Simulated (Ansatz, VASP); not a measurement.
## Two plane-wave programs on Al2Cu

File INCAR:

```
PREC = Accurate ; ENCUT = 520
EDIFF = 1E-6 ; ISMEAR = 0
SIGMA = 0.15 ; LREAL = False
LASPH = True ; NELM = 60
ALGO = Fast ; ISIF = 2
LWAVE = False ; LCHARG = True
GGA = PE ; LELF = True
LVHAR = True ; NBANDS = 26
```

Contents of KPOINTS:

```
Automatic mesh
0
Gamma
  12 12 12
```

File POSCAR:

```
Al2Cu
1.0
   -3.0715817149      3.0715817149      2.3683689267
    3.0715817149     -3.0715817149      2.3683689267
    3.0715817149      3.0715817149     -2.3683689267
Al Cu
4 2
Direct
    0.1587211842      0.6587211842      0.8174423684
    0.6587211842      0.8412788158      0.5000000000
    0.8412788158      0.3412788158      0.1825576316
    0.3412788158      0.1587211842      0.5000000000
    0.7500000000      0.7500000000      0.0000000000
    0.2500000000      0.2500000000      0.0000000000
```

Input for Ansatz:

```yaml
crystal:
  lattice:
    - [-3.0715817149, 3.0715817149, 2.3683689267]
    - [3.0715817149, -3.0715817149, 2.3683689267]
    - [3.0715817149, 3.0715817149, -2.3683689267]
  atoms:
    - { symbol: Al, position: [0.1587211842, 0.6587211842, 0.8174423684] }
    - { symbol: Al, position: [0.6587211842, 0.8412788158, 0.5] }
    - { symbol: Al, position: [0.8412788158, 0.3412788158, 0.1825576316] }
    - { symbol: Al, position: [0.3412788158, 0.1587211842, 0.5] }
    - { symbol: Cu, position: [0.75, 0.75, 0.0] }
    - { symbol: Cu, position: [0.25, 0.25, 0.0] }
basis:
  ecutwfc: 420
kpoints:
  mp_grid: { grid: [12, 12, 12] }
hamiltonian:
  xc: pbe
scf:
  occupations: { method: gaussian, width: 0.15 }
output:
  forces: true
  stress: true
  eigenvalues: true
```

Change from the starting cell: strain +0.015 along x and y, -0.030 along z, atoms carried along.

Alike in both runs: task single point; functional PBE; k mesh 12 × 12 × 12; occupations gaussian, width 0.15 eV; no spin polarisation.

```csv
,VASP,Ansatz
version,VASP 6.6.1,Ansatz 0.2.0
potentials or method,"VASP PAW PBE potentials, release 64 (Al, Cu), cutoff 520 eV","scalar-relativistic, plane waves, PAW"
valence electrons in the cell,34,50
```

|  | VASP | Ansatz | Ansatz less VASP |
| --- | --- | --- | --- |
| gap on the k mesh at the Fermi level (eV) | none | none | - |
| pressure (GPa) | 0.3 | 0.3 | -0.01 |
| traceless stress, the component that is largest in VASP (GPa) | 3.72 | 3.74 | +0.020 |
| rms of the force components (eV/Å) | 0.056 | 0.054 | -0.0019 |

Atom by atom the forces differ by 0.002 eV/Å (rms over components). A gap of «none» marks a metal or a gap that the smearing closes. The functional is the same, so the differences come from potentials, cutoffs and numerics. VASP's potentials hold 34 valence electrons a cell and Ansatz's 50, so a difference there can come from the potentials and not from the codes.
